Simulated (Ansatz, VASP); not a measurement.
# Two plane-wave programs on NaCl

File INCAR:

```
  PREC = Accurate
  ENCUT = 520
  EDIFF = 1E-7
  ISMEAR = 0
  SIGMA = 0.1
  LREAL = False
  LASPH = True
  NELM = 60
  ALGO = Normal
  ISIF = 2
  LWAVE = False
  LCHARG = False
  GGA = PE
  NBANDS = 14
```

The input KPOINTS:

```
regular mesh
0
Gamma
  4 4 4
```

Contents of POSCAR:

```
NaCl
1.0
    3.5021900000      0.0000000000      0.0000000000
    0.0000000000      3.5021900000      0.0000000000
    0.0000000000      0.0000000000      3.5021900000
Na Cl
1 1
Direct
    0.0000000000      0.0000000000      0.0000000000
    0.5000000000      0.5000000000      0.5000000000
```

Input for Ansatz:

```yaml
crystal:
  lattice:
    - [3.50219, 0.0, 0.0]
    - [0.0, 3.50219, 0.0]
    - [0.0, 0.0, 3.50219]
  atoms:
    - { symbol: Na, position: [0.0, 0.0, 0.0] }
    - { symbol: Cl, position: [0.5, 0.5, 0.5] }
basis:
  ecutwfc: 420
kpoints:
  mp_grid: { grid: [4, 4, 4] }
hamiltonian:
  xc: pbe
scf:
  occupations: { method: gaussian, width: 0.1 }
output:
  forces: true
  stress: true
  eigenvalues: true
```

Alike in both runs: task single point; functional PBE; k mesh 4 × 4 × 4; occupations gaussian, width 0.1 eV; no spin polarisation.

|  | VASP | Ansatz |
| --- | --- | --- |
| version | VASP 6.6.1 | Ansatz 0.2.0 |
| potentials or method | VASP PAW PBE potentials, release 64 (Na_pv, Cl), cutoff 520 eV | scalar-relativistic, plane waves, PAW |
| valence electrons in the cell | 14 | 16 |

|  | VASP | Ansatz | Ansatz less VASP |
| --- | --- | --- | --- |
| gap on the k mesh at the Fermi level (eV) | 3.97 | 3.97 | 0.000 |
| least direct gap on the mesh (eV) | 4.46 | 4.46 | 0.000 |
| pressure (GPa) | 0.2 | 0.2 | +0.05 |

VASP's potentials hold 14 valence electrons a cell and Ansatz's 16, so a difference there can come from the potentials and not from the codes.

The k mesh is coarse, so the values compare programs but aren't converged.
